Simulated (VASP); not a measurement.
# MgO (P6_3/mmc) in VASP: a series of runs, part 2 of 2

VASP 6.6.1.

### 4 Single point, PBE

This run uses another cell than the first one, of 11.01 Å³/atom.

The input, INCAR:

```
ALGO = Normal
EDIFF = 1E-6
ENCUT = 520
GGA = PE
ISIF = 2
ISMEAR = 0
LASPH = True
LCHARG = True
LELF = True
LREAL = False
LVHAR = True
LWAVE = False
NBANDS = 16
NELM = 100
PREC = Accurate
SIGMA = 0.05
```

The input, KPOINTS:

```
k-points
0
Gamma
  9 9 6
```

The input, POSCAR:

```
MgO
1.0
    3.3805000000      0.0000000000      0.0000000000
   -1.6902500000      2.9275988775      0.0000000000
    0.0000000000      0.0000000000      4.4514000000
Mg O
2 2
Direct
    0.6666666667      0.3333333333      0.7500000000
    0.3333333333      0.6666666667      0.2500000000
    0.6666666667      0.3333333333      0.2500000000
    0.3333333333      0.6666666667      0.7500000000
```

On the command line:

```console
cat potpaw_PBE.64/Mg/POTCAR potpaw_PBE.64/O/POTCAR > POTCAR
mpirun -np 1 vasp_std > vasp.out
```

Run time: 53 s. Hardware: 1 thread of AMD EPYC 7R13, shared host; peak memory 0.16 GiB.

It converged, with:

```yaml
Free_energy: -23.5360 eV
Pressure: 5.5 GPa
Band_gap_on_the_k_mesh: 3.33 eV
```

Stress tensor (GPa, compression positive):
```
10.35  0.00  0.00
 0.00 10.35  0.00
 0.00  0.00 -4.18
```

Levels at points of the mesh, in eV from the valence-band top:
```
           k point  band 4  band 5  band 6  band 7  band 8  band 9  band 10  band 11  band 12  band 13
(0.00, 0.00, 0.00)   -1.69   -1.69   -1.00   -1.00    0.00    3.33     9.16    11.34    13.13    13.13
(0.00, 0.00, 0.50)   -2.48   -1.36   -1.36   -1.36   -1.36    6.29     6.29    13.50    13.50    13.50
```

Caveat: the cell stands under pressure.

### 5 Single point, PBE

This run uses another cell than the first one, of the same volume but with other edges.

The input, INCAR:

```
SYSTEM = MgO
PREC     = Accurate       ! precision mode
ENCUT    = 520            ! plane-wave cutoff, eV
EDIFF    = 1E-6           ! SCF threshold, eV
ISMEAR   = 0              ! smearing method
SIGMA    = 0.05           ! smearing width, eV
LREAL    = .FALSE.        ! projectors in reciprocal space
LASPH    = .TRUE.         ! aspherical terms in the spheres
NELM     = 80             ! most SCF steps
ALGO     = Normal         ! electronic algorithm
ISIF     = 2              ! what is computed and relaxed
LWAVE    = .FALSE.        ! write WAVECAR
LCHARG   = .TRUE.         ! write CHGCAR
GGA      = PE             ! functional
LELF     = .TRUE.         ! ELF
LVHAR    = .TRUE.       
NBANDS   = 16             ! bands
```

The input, KPOINTS:

```
Automatic mesh
0
G
  9 9 6
  0 0 0
```

The input, POSCAR:

```
MgO
1.0
    3.5213164829      0.0000000000      0.0000000000
   -1.7606582415      3.0495495290      0.0000000000
    0.0000000000      0.0000000000      4.1122000000
Mg O
2 2
Direct
    0.6666666667      0.3333333333      0.7500000000
    0.3333333333      0.6666666667      0.2500000000
    0.6666666667      0.3333333333      0.2500000000
    0.3333333333      0.6666666667      0.7500000000
```

Potentials or basis: VASP PAW PBE potentials, release 64 (Mg, O).

On the command line:

```console
cat potpaw_PBE.64/Mg/POTCAR potpaw_PBE.64/O/POTCAR > POTCAR
mpirun -np 1 vasp_std > vasp.out
```

OUTCAR:

```text
SYSTEM = MgO
   PREC = Accurate
   ENCUT = 520
   EDIFF = 1E-6
   ISMEAR = 0
   LREAL = .FALSE.
   LASPH = .TRUE.
   NELM = 80
   ISIF = 2
   GGA = PE

 ion  position               nearest neighbor table
   1  0.667  0.333  0.750-   4 2.03   4 2.03   4 2.03   3 2.06   3 2.06   2 2.89   2 2.89   2 2.89
                             2 2.89   2 2.89   2 2.89
   2  0.333  0.667  0.250-   3 2.03   3 2.03   3 2.03   4 2.06   4 2.06   1 2.89   1 2.89   1 2.89
                             1 2.89   1 2.89   1 2.89
   3  0.667  0.333  0.250-   2 2.03   2 2.03   2 2.03   1 2.06   1 2.06
   4  0.333  0.667  0.750-   1 2.03   1 2.03   1 2.03   2 2.06   2 2.06

  LATTYP: Found a hexagonal cell.
 ALAT       =     3.5213164829
 C/A-ratio  =     1.1678018775

  Lattice vectors:

 A1 = (   3.5213164829,   0.0000000000,   0.0000000000)
 A2 = (  -1.7606582415,   3.0495495290,   0.0000000000)
 A3 = (   0.0000000000,   0.0000000000,   4.1122000000)

Analysis of symmetry for initial positions (statically):
=====================================================================
 Subroutine PRICEL returns:
 Original cell was already a primitive cell.

 Routine SETGRP: Setting up the symmetry group for a
 hexagonal supercell.

 Subroutine GETGRP returns: Found 24 space group operations
 (whereof 12 operations were pure point group operations)
 out of a pool of 24 trial point group operations.

The static configuration has the point symmetry D_3d.
 The point group associated with its full space group is D_6h.

Analysis of symmetry for dynamics (positions and initial velocities):
=====================================================================
 Subroutine PRICEL returns:
 Original cell was already a primitive cell.

 Routine SETGRP: Setting up the symmetry group for a
 hexagonal supercell.

 Subroutine GETGRP returns: Found 24 space group operations
 (whereof 12 operations were pure point group operations)
 out of a pool of 24 trial point group operations.

The dynamic configuration has the point symmetry D_3d.
 The point group associated with its full space group is D_6h.

 Subroutine INISYM returns: Found 24 space group operations
 (whereof 12 operations are pure point group operations),
 and found     1 'primitive' translations

----------------------------------------------------------------------------------------

                                     Primitive cell

  volume of cell :      44.1586

  direct lattice vectors                    reciprocal lattice vectors
     3.521316483  0.000000000  0.000000000     0.283984699  0.163958642  0.000000000
    -1.760658242  3.049549529  0.000000000     0.000000000  0.327917284  0.000000000
     0.000000000  0.000000000  4.112200000     0.000000000  0.000000000  0.243178834

  length of vectors
     3.521316483  3.521316483  4.112200000     0.327917284  0.327917284  0.243178834

  position of ions in fractional coordinates (direct lattice)
     0.666666667  0.333333333  0.750000000
     0.333333333  0.666666667  0.250000000
     0.666666667  0.333333333  0.250000000
     0.333333333  0.666666667  0.750000000

  ion indices of the primitive-cell ions
   primitive index   ion index
                 1           1
                 2           2
                 3           3
                 4           4

[... 21 lines left out ...]
 Subroutine IBZKPT returns following result:
 ===========================================

 Found     48 irreducible k-points:

 Following reciprocal coordinates:
            Coordinates               Weight
  0.000000  0.000000  0.000000      1.000000
  0.111111  0.000000  0.000000      6.000000
  0.222222  0.000000  0.000000      6.000000
  0.333333  0.000000  0.000000      6.000000
  0.444444  0.000000  0.000000      6.000000
  0.111111  0.111111  0.000000      6.000000
[... 16 lines left out ...]
  0.333333  0.222222  0.166667     24.000000
  0.333333  0.333333  0.166667      4.000000
 [... further k-points ...]
   k-points           NKPTS =     48   k-points in BZ     NKDIM =     48   number of bands    NBANDS=     16
   number of dos      NEDOS =    301   number of ions     NIONS =      4
   total plane-waves  NPLWV =  25088
   dimension x,y,z NGX =    28 NGY =   28 NGZ =   32
   dimension x,y,z NGXF=    56 NGYF=   56 NGZF=   64
   ions per type =               2   2
   NGX,Y,Z   is equivalent  to a cutoff of  13.22, 13.22, 12.94 a.u.
   NGXF,Y,Z  is equivalent  to a cutoff of  26.44, 26.44, 25.87 a.u.
 SYSTEM =  MgO
   PREC   = accura    normal or accurate (medium, high low for compatibility)
   ISTART =      0    job   : 0-new  1-cont  2-samecut
   ICHARG =      2    charge: 1-file 2-atom 10-const
   ISPIN  =      1    spin polarized calculation?
   LNONCOLLINEAR =      F non collinear calculations
   LSORBIT =      F    spin-orbit coupling
   LASPH  =      T    aspherical Exc in radial PAW
   ENCUT  =  520.0 eV  38.22 Ry    6.18 a.u.   6.55  6.55  7.65*2*pi/ulx,y,z
   NELM   =     80;   NELMIN=  2; NELMDL= -5     # of ELM steps
   EDIFF  = 0.1E-05   stopping-criterion for ELM
   LREAL  =      F    real-space projection
   EDIFFG = 0.1E-04   stopping-criterion for IOM
   NSW    =      0    number of steps for IOM
   IBRION =     -1    ionic relax: 0-MD 1-quasi-New 2-CG
   NFREE  =      0    steps in history (QN), initial steepest desc. (CG)
   ISIF   =      2    stress and relaxation
   ISYM   =      2    0-nonsym 1-usesym 2-fastsym
   POTIM  = 0.5000    time-step for ionic-motion
   TEBEG  =    0.0;   TEEND  =   0.0 temperature during run
   PSTRESS=    0.0 pullay stress
   NELECT =      16.0000    total number of electrons
   NUPDOWN=      -1.0000    fix difference up-down
   EMIN   =  10.00;   EMAX   =-10.00  energy-range for DOS
   EFERMI =   0.00;   METHOD = LEGACY
   ISMEAR =     0;   SIGMA  =   0.05  broadening in eV -4-tet -1-fermi 0-gaus
   EFERMI_NEDOS =   21; number of points for ismear=-14 and -15
   IALGO  =     38    algorithm
   IMIX   =      4    mixing-type and parameters
     AMIX     =   0.40;   BMIX     =  1.00
     AMIX_MAG =   1.60;   BMIX_MAG =  1.00
  volume/ion in A,a.u.               =      11.04        74.50
  Fermi-wavevector in a.u.,A,eV,Ry     =   1.167105  2.205508 18.532951  1.362133
  Thomas-Fermi vector in A             =   2.303609
   LORBIT       =      0    0 simple, 1 ext, 2 COOP (PROOUT), +10 PAW based schemes
   GGA     = PE    functional components
   LHFCALC =     F    Hartree Fock is set to
   AEXX    =    0.0000 exact exchange contribution
   IVDW    =     0    specifies the selected vdW correction
   LEPSILON=     F    determine dielectric tensor
   LRPA    =     F    only Hartree local field effects (RPA)
 non-spin polarized calculation
 Gauss-broadening in eV      SIGMA  =   0.05
  energy-cutoff  :      520.00
  volume of cell :       44.16
 maximum number of plane-waves:      1216
 NGX is ok and might be reduce to    28

 number of electron      16.0000001 magnetization

 Free energy of the ion-electron system (eV)
  ---------------------------------------------------
  ext. energy  EPLUGINS =         0.00000000
  ---------------------------------------------------
  free energy    TOTEN  =       -23.64553718 eV

  energy without entropy =      -23.64553718  energy(sigma->0) =      -23.64553718

 E-fermi :   2.2322     XC(G=0): -10.0476

 val. band max:        1.9334966816   @ k =   0.0000   0.0000   0.0000
 cond. band min:       5.3832806605   @ k =   0.0000   0.0000   0.0000
 fundamental gap:      3.4497839789
 Fermi energy:         2.2322489728

 k-point     1 :       0.0000    0.0000    0.0000
  band No.  band energies     occupation
      1     -14.9566      2.00000
      2     -13.5264      2.00000
      3      -1.6025      2.00000
      4       0.2011      2.00000
      5       0.2011      2.00000
      6       1.2016      2.00000
[... 433 lines left out ...]
      3      -1.5271      2.00000
      4      -0.8359      2.00000
      5      -0.8359      2.00000
      6       0.8171      2.00000
[... 8 lines left out ...]
     15      16.2344      0.00000
     16      18.4377      0.00000

 [... further k-points ...]
[... 5 lines left out ...]
  --------------------------------------------------------------------------------------
  -------------------------------------------------------------------------------------
  Total        0.4967413      0.4967413      2.1364643     -0.0000000      0.0000000      0.0000000
  in kB       18.0229488     18.0229488     77.5159813     -0.0000000      0.0000000      0.0000000
  external PRESSURE =      37.8539597 kB  Pullay stress =       0.0000000 kB

 VOLUME and BASIS-vectors are now :
 -----------------------------------------------------------------------------
  energy-cutoff  :      520.00
  volume of cell :       44.16
      direct lattice vectors                 reciprocal lattice vectors
     3.521316483  0.000000000  0.000000000     0.283984699  0.163958642  0.000000000
    -1.760658242  3.049549529  0.000000000     0.000000000  0.327917284  0.000000000
     0.000000000  0.000000000  4.112200000     0.000000000  0.000000000  0.243178834

 POSITION                                       TOTAL-FORCE (eV/Angst)
 -----------------------------------------------------------------------------------
      1.76066      1.01652      3.08415        -0.000000      0.000000      0.000000
     -0.00000      2.03303      1.02805         0.000000      0.000000      0.000000
      1.76066      1.01652      1.02805        -0.000000      0.000000      0.000000
     -0.00000      2.03303      3.08415         0.000000     -0.000000      0.000000
 -----------------------------------------------------------------------------------
    total drift:                                0.000000     -0.000000      0.000000

  FREE ENERGIE OF THE ION-ELECTRON SYSTEM (eV)
  ---------------------------------------------------
  free  energy   TOTEN  =       -23.6455371789 eV

  energy  without entropy=      -23.6455371789  energy(sigma->0) =      -23.64553718
```

Run time: 45 s. Hardware: 1 thread of AMD EPYC 7R13, shared host; peak memory 0.15 GiB.

What came out:

* Free energy: -23.6455 eV
* Pressure: 3.8 GPa
* Band gap on the k mesh: 3.45 eV

Caveat: the cell stands under pressure.

### 6 Single point, PBE

This run uses another cell than the first one, of 11.15 Å³/atom.

The input, INCAR:

```
PREC     = Accurate       # precision mode
ENCUT    = 520            # plane-wave cutoff, eV
EDIFF    = 1E-6           # SCF threshold, eV
ISMEAR   = 0              # smearing method
SIGMA    = 0.05           # smearing width, eV
LREAL    = F              # projectors in reciprocal space
LASPH    = T              # aspherical terms in the spheres
NELM     = 60             # most SCF steps
ALGO     = Normal         # electronic algorithm
ISIF     = 2              # what is computed and relaxed
LWAVE    = F              # write WAVECAR
LCHARG   = F              # write CHGCAR
GGA      = PE             # functional
NBANDS   = 16             # bands
```

The input, KPOINTS:

```
Automatic mesh
0
Gamma
  9 9 6
```

The input, POSCAR:

```
MgO
1.0
    3.4861000000      0.0000000000      0.0000000000
   -1.7430500000      3.0190511601      0.0000000000
    0.0000000000      0.0000000000      4.2393824570
Mg O
2 2
Direct
    0.6666666667      0.3333333333      0.7500000000
    0.3333333333      0.6666666667      0.2500000000
    0.6666666667      0.3333333333      0.2500000000
    0.3333333333      0.6666666667      0.7500000000
```

Potentials or basis: VASP PAW PBE potentials, release 64 (Mg, O).

On the command line:

```console
cat potpaw_PBE.64/Mg/POTCAR potpaw_PBE.64/O/POTCAR > POTCAR
mpirun -np 1 vasp_std > vasp.out
```

Run time: 43 s. Hardware: 1 thread of AMD EPYC 7R13, shared host; peak memory 0.15 GiB.

The run converged. Its results:

```yaml
Free_energy: -23.6686 eV
Pressure: 2.0 GPa
Band_gap_on_the_k_mesh: 3.35 eV
```

Stress tensor (GPa, compression positive):
```
2.59 0.00 0.00
0.00 2.59 0.00
0.00 0.00 0.85
```

Levels at points of the mesh, in eV from the valence-band top:
```csv
k point,band 5,band 6,band 7,band 8,band 9,band 10,band 11,band 12
"(0.00, 0.00, 0.00)",-1.71,-0.82,-0.82,0.00,3.35,9.30,12.00,12.52
"(0.00, 0.00, 0.50)",-1.28,-1.28,-1.28,-1.28,6.36,6.36,12.89,12.89
```

### 7 Summary

```tsv
cell	gap on the mesh (eV)	pressure (GPa)
a = 3.486, b = 3.486, c = 4.197 Å, angles 90.0, 90.0, 120.0°, 4 atoms	3.41	3.4
a = 3.451, b = 3.451, c = 4.282 Å, angles 90.0, 90.0, 120.0°, 4 atoms	3.38	3.6
a = 3.381, b = 3.381, c = 4.451 Å, angles 90.0, 90.0, 120.0°, 4 atoms	3.33	5.5
a = 3.521, b = 3.521, c = 4.112 Å, angles 90.0, 90.0, 120.0°, 4 atoms	3.45	3.8
a = 3.486, b = 3.486, c = 4.239 Å, angles 90.0, 90.0, 120.0°, 4 atoms	3.35	2.0
```

Alike in all rows: task single point; level PBE; potentials or basis VASP PAW PBE potentials, release 64 (Mg, O); no spin polarisation; k mesh 9 × 9 × 6; cutoff (eV) 520; smearing gaussian 0.05 eV.

Caveats: the cell stands under pressure (at least some runs).

Total energies depend on the potentials used, so only differences within one code and one set of settings carry meaning.
